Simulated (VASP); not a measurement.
# La (P6_3/mmc) in VASP: further runs

The runs below take La through single point, with LDA.

Everything below comes from runs of VASP 6.6.1. Logs are shortened: lines on timing, memory, paths and dates and some standing lists are left out, and cuts for length are marked.

## 1. The cell of the first run

It takes space group P6_3/mmc (No. 194, hexagonal). Conventional cell: a = 3.600 Å, b = 3.600 Å, c = 11.552 Å, α = 90.00°, β = 90.00°, γ = 120.00°. Within 4.7 Å of La (site symmetry -3m) lie 12 La at 3.56 to 3.60 Å. Within 4.7 Å of La (site symmetry -6m2) lie 12 La at 3.56 to 3.60 Å.

## 2. Single point, LDA

Input file INCAR:

```
PREC = Accurate ; ENCUT = 520
EDIFF = 1E-6 ; ISMEAR = -1
SIGMA = 0.1 ; LREAL = False
LASPH = True ; NELM = 80
ALGO = Normal ; ISIF = 2
LWAVE = False ; LCHARG = False
NBANDS = 30
```

Input file KPOINTS:

```
regular mesh
0
Gamma
  5 5 2
```

Input file POSCAR:

```
La
1.0
    3.5996230182      0.0000000000      0.0000000000
   -1.7998115091      3.1173649778      0.0000000000
    0.0000000000      0.0000000000     11.5524372057
La
4
Direct
    0.0000000000      1.0000000000      0.0000000000
    1.0000000000      1.0000000000      0.5000000000
    0.3333333333      0.6666666667      0.7500000000
    0.6666666667      0.3333333333      0.2500000000
```

Potentials or basis: VASP PAW LDA potentials, release 64 (La).

The run is started by

```
$ cat potpaw_LDA.64/La/POTCAR > POTCAR
$ mpirun -np 1 vasp_std > vasp.out
```

OUTCAR:

```text
PREC = Accurate
   ENCUT = 520
   EDIFF = 1E-6
   ISMEAR = -1
   LREAL = False
   LASPH = True
   NELM = 80
   ISIF = 2

 ion  position               nearest neighbor table
   1  0.000  0.000  0.000-   3 3.56   4 3.56   3 3.56   4 3.56   4 3.56   3 3.56
   2  0.000  0.000  0.500-   3 3.56   4 3.56   3 3.56   4 3.56   4 3.56   3 3.56
   3  0.333  0.667  0.750-   1 3.56   2 3.56   1 3.56   2 3.56   1 3.56   2 3.56
   4  0.667  0.333  0.250-   1 3.56   2 3.56   1 3.56   2 3.56   1 3.56   2 3.56

  LATTYP: Found a hexagonal cell.
 ALAT       =     3.5996230182
 C/A-ratio  =     3.2093464086

  Lattice vectors:

 A1 = (   3.5996230182,   0.0000000000,   0.0000000000)
 A2 = (  -1.7998115091,   3.1173649778,   0.0000000000)
 A3 = (   0.0000000000,   0.0000000000,  11.5524372057)

Analysis of symmetry for initial positions (statically):
=====================================================================
 Subroutine PRICEL returns:
 Original cell was already a primitive cell.

 Routine SETGRP: Setting up the symmetry group for a
 hexagonal supercell.

 Subroutine GETGRP returns: Found 24 space group operations
 (whereof 12 operations were pure point group operations)
 out of a pool of 24 trial point group operations.

The static configuration has the point symmetry D_3d.
 The point group associated with its full space group is D_6h.

Analysis of symmetry for dynamics (positions and initial velocities):
=====================================================================
 Subroutine PRICEL returns:
 Original cell was already a primitive cell.

 Routine SETGRP: Setting up the symmetry group for a
 hexagonal supercell.

 Subroutine GETGRP returns: Found 24 space group operations
 (whereof 12 operations were pure point group operations)
 out of a pool of 24 trial point group operations.

The dynamic configuration has the point symmetry D_3d.
 The point group associated with its full space group is D_6h.

 Subroutine INISYM returns: Found 24 space group operations
 (whereof 12 operations are pure point group operations),
 and found     1 'primitive' translations

----------------------------------------------------------------------------------------

                                     Primitive cell

  volume of cell :     129.6338

  direct lattice vectors                    reciprocal lattice vectors
     3.599623018  0.000000000  0.000000000     0.277806869  0.160391871  0.000000000
    -1.799811509  3.117364978  0.000000000     0.000000000  0.320783741  0.000000000
[... 75 lines left out ...]
   LREAL  =      F    real-space projection
   EDIFFG = 0.1E-04   stopping-criterion for IOM
   NSW    =      0    number of steps for IOM
   IBRION =     -1    ionic relax: 0-MD 1-quasi-New 2-CG
   NFREE  =      0    steps in history (QN), initial steepest desc. (CG)
   ISIF   =      2    stress and relaxation
   ISYM   =      2    0-nonsym 1-usesym 2-fastsym
   POTIM  = 0.5000    time-step for ionic-motion
   TEBEG  =    0.0;   TEEND  =   0.0 temperature during run
   PSTRESS=    0.0 pullay stress
   NELECT =      44.0000    total number of electrons
   NUPDOWN=      -1.0000    fix difference up-down
   EMIN   =  10.00;   EMAX   =-10.00  energy-range for DOS
   EFERMI =   0.00;   METHOD = LEGACY
   ISMEAR =    -1;   SIGMA  =   0.10  broadening in eV -4-tet -1-fermi 0-gaus
   EFERMI_NEDOS =   21; number of points for ismear=-14 and -15
   IALGO  =     38    algorithm
   IMIX   =      4    mixing-type and parameters
     AMIX     =   0.40;   BMIX     =  1.00
     AMIX_MAG =   1.60;   BMIX_MAG =  1.00
  volume/ion in A,a.u.               =      32.41       218.70
  Fermi-wavevector in a.u.,A,eV,Ry     =   1.141965  2.158002 17.743154  1.304085
  Thomas-Fermi vector in A             =   2.278664
   LORBIT       =      0    0 simple, 1 ext, 2 COOP (PROOUT), +10 PAW based schemes
   GGA     = CA    functional components
   LHFCALC =     F    Hartree Fock is set to
   AEXX    =    0.0000 exact exchange contribution
   IVDW    =     0    specifies the selected vdW correction
   LEPSILON=     F    determine dielectric tensor
   LRPA    =     F    only Hartree local field effects (RPA)
 non-spin polarized calculation
  energy-cutoff  :      520.00
  volume of cell :      129.63
 maximum number of plane-waves:      3523
 NGX is ok and might be reduce to    28
   NGX = 13   NGY = 13   NGZ = 43

 number of electron      44.0000002 magnetization

 Free energy of the ion-electron system (eV)
  ---------------------------------------------------
  ext. energy  EPLUGINS =         0.00000000
  ---------------------------------------------------
  free energy    TOTEN  =       -22.29605503 eV

  energy without entropy =      -22.06853584  energy(sigma->0) =      -22.18229544

 E-fermi :   9.0367     XC(G=0): -10.3292

 val. band max:        9.0268831357   @ k =   0.2000   0.0000   0.5000
 cond. band min:       9.0983432745   @ k =   0.4000   0.0000   0.0000
 fundamental gap:      0.0714601388
 Fermi energy:         9.0367312134

 k-point     1 :       0.0000    0.0000    0.0000
  band No.  band energies     occupation
      1     -23.5712      2.00000
      2     -23.4108      2.00000
      3     -23.3817      2.00000
      4     -23.2113      2.00000
      5      -8.3060      2.00000
      6      -7.3423      2.00000
[... 319 lines left out ...]
     29      10.8090      0.00000
     30      10.8271      0.00000

------------------------ aborting loop because EDIFF is reached ----------------------------------------

  FORCE on cell =-STRESS in cart. coord.  units (eV):
  Direction    XX          YY          ZZ          XY          YZ          ZX
  --------------------------------------------------------------------------------------
  -------------------------------------------------------------------------------------
  Total        0.8721482      0.8721482     -1.1046389      0.0000000      0.0000000      0.0000000
  in kB       10.7791023     10.7791023    -13.6525140      0.0000000      0.0000000      0.0000000
  external PRESSURE =       2.6352302 kB  Pullay stress =       0.0000000 kB

 VOLUME and BASIS-vectors are now :
 -----------------------------------------------------------------------------
  energy-cutoff  :      520.00
  volume of cell :      129.63
      direct lattice vectors                 reciprocal lattice vectors
     3.599623018  0.000000000  0.000000000     0.277806869  0.160391871  0.000000000
    -1.799811509  3.117364978  0.000000000     0.000000000  0.320783741  0.000000000
     0.000000000  0.000000000 11.552437206     0.000000000  0.000000000  0.086561821

 POSITION                                       TOTAL-FORCE (eV/Angst)
 -----------------------------------------------------------------------------------
      0.00000      0.00000      0.00000         0.000000     -0.000000      0.000000
      0.00000      0.00000      5.77622         0.000000     -0.000000      0.000000
     -0.00000      2.07824      8.66433         0.000000     -0.000000     -0.000000
      1.79981      1.03912      2.88811        -0.000000      0.000000      0.000000
 -----------------------------------------------------------------------------------
    total drift:                               -0.000000      0.000000      0.000000

  FREE ENERGIE OF THE ION-ELECTRON SYSTEM (eV)
  ---------------------------------------------------
  free  energy   TOTEN  =       -22.2960550311 eV

  energy  without entropy=      -22.0685358443  energy(sigma->0) =      -22.18229544
```

OSZICAR:

```text
N       E                     dE             d eps       ncg     rms          rms(c)
DAV:   1     0.562338882814E+03    0.56234E+03   -0.14450E+04   600   0.207E+03
DAV:   2     0.111512201729E+03   -0.45083E+03   -0.44051E+03   856   0.407E+02
DAV:   3    -0.581472307254E+01   -0.11733E+03   -0.11469E+03  1056   0.243E+02
DAV:   4    -0.199016665421E+02   -0.14087E+02   -0.13589E+02  1136   0.859E+01
DAV:   5    -0.220871598515E+02   -0.21855E+01   -0.21287E+01  1200   0.326E+01    0.594E+00
DAV:   6    -0.222873412985E+02   -0.20018E+00   -0.33348E+00  1184   0.141E+01    0.282E+00
DAV:   7    -0.222888946513E+02   -0.15534E-02   -0.59990E-01  1200   0.627E+00    0.839E-01
DAV:   8    -0.222944228476E+02   -0.55282E-02   -0.12742E-01  1184   0.281E+00    0.320E-01
DAV:   9    -0.222957695361E+02   -0.13467E-02   -0.25989E-02  1192   0.135E+00    0.244E-01
DAV:  10    -0.222960034868E+02   -0.23395E-03   -0.44667E-03  1128   0.520E-01    0.764E-02
DAV:  11    -0.222960382531E+02   -0.34766E-04   -0.76860E-04  1160   0.268E-01    0.152E-02
DAV:  12    -0.222960518226E+02   -0.13569E-04   -0.15160E-04  1128   0.924E-02    0.710E-03
DAV:  13    -0.222960546093E+02   -0.27867E-05   -0.28244E-05   952   0.484E-02    0.173E-03
DAV:  14    -0.222960550311E+02   -0.42178E-06   -0.46614E-06   752   0.209E-02
   1 F= -.22296055E+02 E0= -.22182295E+02  d E =-.227519E+00
```

stdout:

```text
POSCAR found type information on POSCAR La
 POSCAR found :  1 types and       4 ions
 scaLAPACK will be used
 LDA part: xc-table for (Slater(with rela. corr.)+CA(PZ))
 , standard interpolation
 POSCAR, INCAR and KPOINTS ok, starting setup
 FFT: planning ... GRIDC
 FFT: planning ... GRID_SOFT
 FFT: planning ... GRID
 WAVECAR not read
 entering main loop
```

Wall time 51 s (1 thread of Intel Xeon 6975P-C, shared host); peak memory 0.22 GiB.

Results:

| Property | Result |
| --- | --- |
| Free energy | -22.2961 eV |
| Pressure | 0.3 GPa |
| Band gap on the k mesh | zero (band 22 reaches 9.85 eV, above the bottom of band 23 at 8.95 eV) |

Levels at points of the mesh, in eV from the Fermi level:
| k point | band 19 | band 20 | band 21 | band 22 | band 23 | band 24 | band 25 | band 26 |
| --- | --- | --- | --- | --- | --- | --- | --- | --- |
| (0.00, 0.00, 0.00) | -1.69 | -1.68 | 0.63 | 0.81 | 1.26 | 1.29 | 1.29 | 1.31 |
| (0.00, 0.00, 0.50) | -1.77 | -1.77 | 0.75 | 0.75 | 1.35 | 1.35 | 1.36 | 1.36 |

Caveat: the k points lie up to 0.40 Å⁻¹ apart; spin-orbit coupling is left out, which moves the levels of the heavy elements.

## 3. Single point, LDA

Input file INCAR:

```
PREC = Accurate
ENCUT = 520
EDIFF = 1E-6
ISMEAR = -1
SIGMA = 0.1
LREAL = F
LASPH = T
NELM = 80
ALGO = Normal
ISIF = 2
LWAVE = F
LCHARG = F
NBANDS = 30
```

Input file KPOINTS:

```
Automatic mesh
0
Gamma
  6 6 2
```

POSCAR is that of step 2.

Potentials or basis: VASP PAW LDA potentials, release 64 (La).

The run is started by

```
$ cat potpaw_LDA.64/La/POTCAR > POTCAR
$ mpirun -np 1 vasp_std > vasp.out
```

Run time: 72 s. Hardware: 1 thread of Intel Xeon 6975P-C, shared host; peak memory 0.23 GiB.

The run converged. Its results:

```
Free energy            : -22.4322 eV
Pressure               : -0.1 GPa
Band gap on the k mesh : zero (band 22 reaches 9.84 eV, above the bottom of band 23 at 8.85 eV)
```

Stress tensor (GPa, compression positive):
```
 0.05  0.00  0.00
 0.00  0.05  0.00
 0.00  0.00 -0.27
```

Levels at points of the mesh, in eV from the Fermi level:
```tsv
k point	band 20	band 21	band 22	band 23	band 24	band 25
(0.00, 0.00, 0.00)	-1.71	0.59	0.76	1.22	1.24	1.25
(0.50, 0.00, 0.00)	-1.27	-0.85	-0.29	-0.23	0.47	1.12
(0.00, 0.00, 0.50)	-1.81	0.71	0.71	1.30	1.30	1.32
(0.50, 0.00, 0.50)	-1.53	-1.31	-1.31	0.62	0.62	1.35
```

Caveat: spin-orbit coupling is left out, which moves the levels of the heavy elements.
